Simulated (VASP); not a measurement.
# Si64C (a cell with a defect) in VASP: a series of runs

The runs below take Si64C (a cell with a defect) through single point, with PBEsol.

Everything below comes from runs of VASP 6.6.1. Logs are shortened: lines on timing, memory, paths and dates and some standing lists are left out, and cuts for length are marked.

### Step 1. The cell of the first run

The cell holds a defect, 65 atoms: a = 10.866 Å, b = 10.866 Å, c = 10.866 Å, α = 90.00°, β = 90.00°, γ = 90.00°.

### Step 2. Single point, PBEsol, collinear spin

INCAR reads:

```
  PREC = Accurate
  ENCUT = 520
  EDIFF = 1E-6
  ISMEAR = -1
  SIGMA = 0.05
  LREAL = Auto
  LASPH = True
  NELM = 200
  ALGO = Normal
  ISIF = 2
  LWAVE = False
  LCHARG = True
  ISPIN = 2
  MAGMOM = 0 0 0 0 0 0 0 0.167 0 0 0 0 0 0 0 0.167 0 0 0 0 0 0 0 0 0 0.167 0 0 0 0 0 0 0 0 0 0 0 0 0 0 0 0 0.167 0 0 0 0 0 0 0 0 0 0 0 0 0 0 0 0 0 0.167 0 0 0 0.167
  LORBIT = 11
  GGA = PS
  LELF = True
  LVHAR = True
  NBANDS = 172
  NELECT = 261.0
  ISYM = -1
  GGA_COMPAT = False
```

KPOINTS reads:

```
explicit points
1
Reciprocal
  0.25000000   0.25000000   0.25000000 1
```

POSCAR reads:

```
Si64C
1.0
   10.8655790000      0.0000000000      0.0000000000
    0.0000000000     10.8655790000      0.0000000000
    0.0000000000      0.0000000000     10.8655790000
Si C
64 1
Direct
    0.0012810000      0.0010130000      0.0018290000
    0.9939820000      0.9937750000      0.4983450000
    0.9993580000      0.5022560000      0.0020500000
    0.0006090000      0.5002150000      0.5013980000
    0.5024370000      0.9991280000      0.0020020000
    0.5004590000      0.0003190000      0.5014220000
    0.5007280000      0.5004740000      0.0015070000
    0.4092290000      0.4089370000      0.4591740000
    0.1263710000      0.1260530000      0.1283790000
    0.1124550000      0.1122040000      0.6319080000
    0.1325880000      0.6229480000      0.1305560000
    0.1299470000      0.6247080000      0.6231790000
    0.6232360000      0.1322770000      0.1305030000
    0.6249800000      0.1296690000      0.6231710000
    0.6306440000      0.6303520000      0.1177400000
    0.6134850000      0.6132520000      0.5987170000
    0.2519250000      0.2516990000      0.0050160000
    0.2349240000      0.2346550000      0.5107420000
    0.2510670000      0.7486310000      0.0016030000
    0.2625450000      0.7448450000      0.4992980000
    0.7488940000      0.2508170000      0.0015830000
    0.7450680000      0.2623440000      0.4992940000
    0.7543560000      0.7540850000      0.9933750000
    0.7485800000      0.7483330000      0.4979230000
    0.3777530000      0.3775280000      0.1305210000
    0.3502820000      0.3500630000      0.6518510000
    0.3749950000      0.8778860000      0.1243090000
    0.3755920000      0.8764570000      0.6277440000
    0.8781440000      0.3747370000      0.1243190000
    0.8767370000      0.3753480000      0.6277470000
    0.8767060000      0.8763970000      0.1259510000
    0.8713850000      0.8711210000      0.6247010000
    0.2536900000      0.0030000000      0.2530670000
    0.2484610000      0.9977500000      0.7542420000
    0.2650020000      0.5009680000      0.2673910000
    0.2436860000      0.4997830000      0.7580810000
    0.7525600000      0.0057160000      0.2483590000
    0.7493890000      0.0017840000      0.7472930000
    0.7594540000      0.5089210000      0.2416930000
    0.7415030000      0.4994220000      0.7407080000
    0.3756930000      0.1297110000      0.3823880000
    0.3741420000      0.1220170000      0.8813730000
    0.4084200000      0.6305910000      0.3782470000
    0.3765970000      0.6245520000      0.8754170000
    0.8735540000      0.1316320000      0.3767640000
    0.8728990000      0.1243080000      0.8779910000
    0.8810660000      0.6294890000      0.3746070000
    0.8737980000      0.6236790000      0.8689130000
    0.0033180000      0.2534200000      0.2530120000
    0.9980310000      0.2482470000      0.7542560000
    0.0060230000      0.7522830000      0.2483800000
    0.0020600000      0.7491460000      0.7472650000
    0.5011900000      0.2646660000      0.2672680000
    0.5000210000      0.2434450000      0.7580250000
    0.5092130000      0.7592200000      0.2416410000
    0.4996890000      0.7412800000      0.7407350000
    0.1299860000      0.3754100000      0.3823840000
    0.1222220000      0.3739530000      0.8814220000
    0.1318370000      0.8733010000      0.3768210000
    0.1245640000      0.8726110000      0.8780010000
    0.6307060000      0.4081170000      0.3781950000
    0.6247920000      0.3763250000      0.8754030000
    0.6297330000      0.8807990000      0.3746030000
    0.6239460000      0.8735340000      0.8689550000
    0.5325050000      0.5323200000      0.4631660000
```

Potentials or basis: VASP PAW PBE potentials, release 64 (Si, C).

The run is started by

```console
$ cat potpaw_PBE.64/Si/POTCAR potpaw_PBE.64/C/POTCAR > POTCAR
$ mpirun -np 1 vasp_std > vasp.out
```

OUTCAR:

```text
PREC = Accurate
   ENCUT = 520
   EDIFF = 1E-6
   ISMEAR = -1
   LREAL = Auto
   LASPH = True
   NELM = 200
   ISIF = 2
   ISPIN = 2
   LORBIT = 11
   GGA = PS
   NELECT = 261.0
   ISYM = -1

 ion  position               nearest neighbor table
   1  0.001  0.001  0.002-  31 2.34  60 2.36  46 2.36   9 2.36
   2  0.994  0.994  0.498-  10 2.33  32 2.33  59 2.39  45 2.39
   3  0.999  0.502  0.002-  29 2.33  58 2.33  48 2.39  11 2.40
   4  0.001  0.500  0.501-  57 2.34  30 2.35  12 2.36  47 2.36
   5  0.502  0.999  0.002-  27 2.33  42 2.33  64 2.39  13 2.40
   6  0.500  0.000  0.501-  41 2.34  28 2.35  14 2.36  63 2.36
   7  0.501  0.500  0.002-  44 2.35  62 2.35  25 2.35  15 2.36
   8  0.409  0.409  0.459-  65 1.90  26 2.28  61 2.56  43 2.56  18 2.74  35 2.79  53 2.79
   9  0.126  0.126  0.128-  17 2.35  49 2.35  33 2.35   1 2.36
  10  0.112  0.112  0.632-  18 2.30   2 2.33  34 2.34  50 2.34
  11  0.133  0.623  0.131-  19 2.34  51 2.35   3 2.40  35 2.46
  12  0.130  0.625  0.623-  36 2.35   4 2.36  52 2.36  20 2.36
  13  0.623  0.132  0.131-  21 2.34  37 2.35   5 2.40  53 2.46
  14  0.625  0.130  0.623-  54 2.35   6 2.36  38 2.36  22 2.36
  15  0.631  0.630  0.118-  23 2.33  39 2.35  55 2.35   7 2.36
  16  0.613  0.613  0.599-  65 1.93  24 2.35  40 2.42  56 2.42
  17  0.252  0.252  0.005-   9 2.35  42 2.36  58 2.36  25 2.37
  18  0.235  0.235  0.511-  10 2.30  26 2.34  57 2.36  41 2.36   8 2.74
  19  0.251  0.749  0.002-  11 2.34  60 2.35  44 2.36  27 2.36
  20  0.263  0.745  0.499-  28 2.35  12 2.36  59 2.40  43 2.40
  21  0.749  0.251  0.002-  13 2.34  46 2.35  62 2.36  29 2.36
  22  0.745  0.262  0.499-  30 2.35  14 2.36  45 2.40  61 2.41
  23  0.754  0.754  0.993-  15 2.33  64 2.35  48 2.35  31 2.37
  24  0.749  0.748  0.498-  32 2.34  16 2.35  63 2.35  47 2.35
[... 27 lines left out ...]
  52  0.002  0.749  0.747-  32 2.35  48 2.36  12 2.36  60 2.36
  53  0.501  0.265  0.267-  25 2.35  41 2.36  61 2.42  13 2.46   8 2.79
  54  0.500  0.243  0.758-  26 2.31  42 2.33  14 2.35  62 2.36
  55  0.509  0.759  0.242-  43 2.31  27 2.33  15 2.35  63 2.36
  56  0.500  0.741  0.741-  28 2.34  44 2.35  64 2.41  16 2.42
  57  0.130  0.375  0.382-   4 2.34  35 2.36  18 2.36  49 2.37
  58  0.122  0.374  0.881-  36 2.33   3 2.33  17 2.36  50 2.37
  59  0.132  0.873  0.377-  51 2.35  33 2.36   2 2.39  20 2.40
  60  0.125  0.873  0.878-  34 2.34  19 2.35   1 2.36  52 2.36
  61  0.631  0.408  0.378-  65 1.95  39 2.31  22 2.41  53 2.42   8 2.56
  62  0.625  0.376  0.875-   7 2.35  40 2.35  54 2.36  21 2.36
  63  0.630  0.881  0.375-  37 2.35  24 2.35  55 2.36   6 2.36
  64  0.624  0.874  0.869-  23 2.35  38 2.36   5 2.39  56 2.41
  65  0.533  0.532  0.463-   8 1.90  16 1.93  43 1.95  61 1.95

IMPORTANT INFORMATION: All symmetrisations will be switched off!
NOSYMM: (Re-)initialisation of all symmetry stuff for point group C_1.

----------------------------------------------------------------------------------------

                                     Primitive cell

  volume of cell :    1282.7990

  direct lattice vectors                    reciprocal lattice vectors
    10.865579000  0.000000000  0.000000000     0.092033752  0.000000000  0.000000000
     0.000000000 10.865579000  0.000000000     0.000000000  0.092033752  0.000000000
     0.000000000  0.000000000 10.865579000     0.000000000  0.000000000  0.092033752

  length of vectors
    10.865579000 10.865579000 10.865579000     0.092033752  0.092033752  0.092033752

  position of ions in fractional coordinates (direct lattice)
     0.001281000  0.001013000  0.001829000
     0.993982000  0.993775000  0.498345000
     0.999358000  0.502256000  0.002050000
     0.000609000  0.500215000  0.501398000
     0.502437000  0.999128000  0.002002000
     0.500459000  0.000319000  0.501422000
[... 57 lines left out ...]
     0.623946000  0.873534000  0.868955000
     0.532505000  0.532320000  0.463166000

  ion indices of the primitive-cell ions
   primitive index   ion index
                 1           1
                 2           2
                 3           3
                 4           4
                 5           5
                 6           6
[... 57 lines left out ...]
                64          64
                65          65

----------------------------------------------------------------------------------------

 KPOINTS: explicit points

Read explicit list of k-points.

 Found      1 k-points:
[... 28 lines left out ...]
   ISIF   =      2    stress and relaxation
   ISYM   =     -1    0-nonsym 1-usesym 2-fastsym
   POTIM  = 0.5000    time-step for ionic-motion
   TEBEG  =    0.0;   TEEND  =   0.0 temperature during run
   PSTRESS=    0.0 pullay stress
   NELECT =     261.0000    total number of electrons
   NUPDOWN=      -1.0000    fix difference up-down
   EMIN   =  10.00;   EMAX   =-10.00  energy-range for DOS
   EFERMI =   0.00;   METHOD = LEGACY
   ISMEAR =    -1;   SIGMA  =   0.05  broadening in eV -4-tet -1-fermi 0-gaus
   EFERMI_NEDOS =   21; number of points for ismear=-14 and -15
   IALGO  =     38    algorithm
   IMIX   =      4    mixing-type and parameters
     AMIX     =   0.40;   BMIX     =  1.00
     AMIX_MAG =   1.60;   BMIX_MAG =  1.00
  volume/ion in A,a.u.               =      19.74       133.18
  Fermi-wavevector in a.u.,A,eV,Ry     =   0.962873  1.819565 12.614281  0.927123
  Thomas-Fermi vector in A             =   2.092369
   LORBIT       =     11    0 simple, 1 ext, 2 COOP (PROOUT), +10 PAW based schemes
   GGA     = PS    functional components
   LHFCALC =     F    Hartree Fock is set to
   AEXX    =    0.0000 exact exchange contribution
   IVDW    =     0    specifies the selected vdW correction
   LEPSILON=     F    determine dielectric tensor
   LRPA    =     F    only Hartree local field effects (RPA)
 spin polarized calculation
  energy-cutoff  :      520.00
  volume of cell :     1282.80
 maximum number of plane-waves:     34484
 NGX is ok and might be reduce to    80
   NGX = 41   NGY = 41   NGZ = 41

 number of electron     260.9999997 magnetization       0.0035055

 Free energy of the ion-electron system (eV)
  ---------------------------------------------------
  ext. energy  EPLUGINS =         0.00000000
  ---------------------------------------------------
  free energy    TOTEN  =      -367.56439923 eV

  energy without entropy =     -367.49071456  energy(sigma->0) =     -367.52755690

 E-fermi :   6.2738     XC(G=0):  -9.6084

 val. band max:        5.7244291836   @ k =   0.2500   0.2500   0.2500
 cond. band min:       6.2749903808   @ k =   0.2500   0.2500   0.2500
 fundamental gap:      0.5505611972
 Fermi energy:         6.2738056222

 spin component 1

 k-point     1 :       0.2500    0.2500    0.2500
  band No.  band energies     occupation
      1      -7.6546      1.00000
      2      -5.8911      1.00000
      3      -5.4644      1.00000
      4      -5.4130      1.00000
      5      -5.2402      1.00000
      6      -4.9561      1.00000
[... 134 lines left out ...]
    141       7.6161      0.00000
    142       7.6167      0.00000
 Fermi energy:         6.2738056222

 spin component 2

 k-point     1 :       0.2500    0.2500    0.2500
  band No.  band energies     occupation
      1      -7.6544      1.00000
      2      -5.8910      1.00000
      3      -5.4644      1.00000
      4      -5.4130      1.00000
      5      -5.2402      1.00000
      6      -4.9561      1.00000
[... 134 lines left out ...]
    141       7.6161      0.00000
    142       7.6167      0.00000
 [bands above 142 left out]

------------------------ aborting loop because EDIFF is reached ----------------------------------------

  FORCE on cell =-STRESS in cart. coord.  units (eV):
  Direction    XX          YY          ZZ          XY          YZ          ZX
  --------------------------------------------------------------------------------------
  -------------------------------------------------------------------------------------
  Total        7.3214509      7.3126143      8.2409166     -1.8982537    -18.7950012    -18.7843840
  in kB        9.1442716      9.1332349     10.2926565     -2.3708617    -23.4743901    -23.4611297
  external PRESSURE =       9.5233877 kB  Pullay stress =       0.0000000 kB

 VOLUME and BASIS-vectors are now :
 -----------------------------------------------------------------------------
  energy-cutoff  :      520.00
  volume of cell :     1282.80
      direct lattice vectors                 reciprocal lattice vectors
    10.865579000  0.000000000  0.000000000     0.092033752  0.000000000  0.000000000
     0.000000000 10.865579000  0.000000000     0.000000000  0.092033752  0.000000000
     0.000000000  0.000000000 10.865579000     0.000000000  0.000000000  0.092033752

 POSITION                                       TOTAL-FORCE (eV/Angst)
 -----------------------------------------------------------------------------------
      0.01392      0.01101      0.01987        -0.001225     -0.000522     -0.000173
     10.80019     10.79794      5.41481        -0.003731     -0.003777      0.001213
     10.85860      5.45730      0.02227        -0.001088      0.004445      0.002834
      0.00662      5.43513      5.44798        -0.005151     -0.000273      0.004017
      5.45927     10.85610      0.02175         0.008167      0.000129      0.002576
      5.43778      0.00347      5.44824         0.002144     -0.003181      0.001658
[... 57 lines left out ...]
      6.77953      9.49145      9.44170        -0.001569     -0.001905      0.004289
      5.78598      5.78397      5.03257        -0.014008     -0.017231      0.000686
 -----------------------------------------------------------------------------------
    total drift:                                0.018867      0.014369     -0.003860

  FREE ENERGIE OF THE ION-ELECTRON SYSTEM (eV)
  ---------------------------------------------------
  free  energy   TOTEN  =      -367.5643992350 eV

  energy  without entropy=     -367.4907145561  energy(sigma->0) =     -367.52755690

 total charge

# of ion       s       p       d       tot
------------------------------------------
    1        0.753   0.939   0.000   1.692
    2        0.753   0.936   0.000   1.689
    3        0.754   0.928   0.000   1.683
    4        0.753   0.939   0.000   1.692
    5        0.754   0.928   0.000   1.683
    6        0.753   0.939   0.000   1.692
[... 57 lines left out ...]
   64        0.754   0.918   0.000   1.673
   65        0.838   1.584   0.000   2.423
--------------------------------------------------
tot         49.193  61.182   0.000 110.375

 magnetization (x)

# of ion       s       p       d       tot
------------------------------------------
    1       -0.000  -0.000   0.000  -0.000
    2       -0.000  -0.000   0.000  -0.000
    3        0.000   0.000   0.000   0.000
    4       -0.000  -0.000   0.000  -0.000
    5        0.000   0.000   0.000   0.000
    6       -0.000  -0.000   0.000  -0.000
[... 57 lines left out ...]
   64        0.000   0.000   0.000   0.000
   65        0.000   0.000   0.000   0.000
--------------------------------------------------
tot          0.000   0.000   0.000   0.001
```

Run time: 17 min. Hardware: 1 thread of AMD EPYC 9R45 (Zen 5), shared host; peak memory 1.6 GiB.

What came out:

```
Free energy                                           : -367.5644 eV
Largest force                                         : 0.068 eV/Å
Net moment                                            : 0.00 μB per cell
Valence electrons inside the program's atomic spheres : Si 1.69, 1.68, 1.66, 1.72, 1.70, 1.64, 1.67, 1.74, 1.65, 1.71 (each value once); C 2.42
```

Forces on the atoms (eV/Å):
```
Si  -0.001 -0.001  0.000
Si  -0.004 -0.004  0.001
Si  -0.001  0.004  0.003
Si  -0.005  0.000  0.004
Si   0.008  0.000  0.003
Si   0.002 -0.003  0.002
Si   0.002  0.001 -0.001
Si   0.008  0.012 -0.067
Si  -0.001  0.000 -0.003
Si  -0.006 -0.005  0.005
Si   0.000  0.011  0.000
Si  -0.005  0.004 -0.005
Si   0.008 -0.001 -0.002
Si   0.003 -0.004 -0.005
Si  -0.002 -0.001  0.001
Si   0.006  0.006  0.011
Si  -0.002 -0.001  0.004
Si  -0.005 -0.006 -0.001
Si   0.000 -0.003  0.000
Si   0.001 -0.002  0.001
Si  -0.001 -0.001  0.000
Si  -0.001 -0.003 -0.001
Si   0.000 -0.001  0.002
Si  -0.003 -0.004  0.000
Si  -0.001 -0.002 -0.001
Si  -0.008 -0.008  0.029
Si  -0.004 -0.003  0.000
Si   0.003  0.006 -0.003
Si  -0.003 -0.004 -0.001
Si   0.003  0.004 -0.006
Si   0.000  0.003 -0.004
Si  -0.002  0.000 -0.002
Si  -0.002  0.001 -0.002
Si   0.002 -0.002 -0.005
Si  -0.001 -0.006  0.003
Si   0.003  0.013 -0.006
Si   0.000  0.001 -0.004
Si   0.001  0.003 -0.006
Si  -0.002  0.008 -0.001
Si   0.004  0.003 -0.004
Si  -0.001 -0.005  0.007
Si  -0.003  0.001 -0.003
Si   0.001  0.020  0.008
Si   0.005 -0.001  0.003
Si  -0.004  0.001  0.009
Si  -0.003 -0.006  0.002
Si  -0.003 -0.005  0.008
Si  -0.004  0.002  0.005
Si  -0.001 -0.002 -0.001
Si  -0.002 -0.001 -0.005
Si  -0.003  0.000 -0.005
Si   0.002 -0.003 -0.006
Si   0.000  0.000  0.005
Si   0.013  0.002 -0.004
Si   0.008 -0.004  0.000
Si   0.003  0.001 -0.004
Si  -0.005  0.000  0.007
Si   0.002 -0.006 -0.002
Si   0.001 -0.002  0.006
Si  -0.006 -0.002  0.002
Si   0.025  0.003  0.012
Si  -0.002  0.007  0.003
Si  -0.005 -0.002  0.008
Si  -0.002 -0.002  0.004
C   -0.014 -0.017  0.001
```

Levels at points of the mesh, in eV from the Fermi level:
Spin up:
| k point | band 128 | band 129 | band 130 | band 131 | band 132 | band 133 |
| --- | --- | --- | --- | --- | --- | --- |
| (0.25, 0.25, 0.25) | -0.82 | -0.78 | -0.55 | 0.00 | 0.25 | 0.49 |
Spin down:
```tsv
k point	band 126	band 127	band 128	band 129	band 130	band 131	band 132	band 133	band 134	band 135
(0.25, 0.25, 0.25)	-1.22	-1.12	-0.82	-0.78	-0.55	0.00	0.25	0.49	0.66	0.71
```

Caveat: the cell carries a net charge on a neutralising background, which shifts energy and pressure; the cell is charged against a uniform background, so pressure and absolute levels hang on convention; the PAW data sets were made with another functional, which shifts forces and pressure a little.

(Part 1 of 2 ends here.)
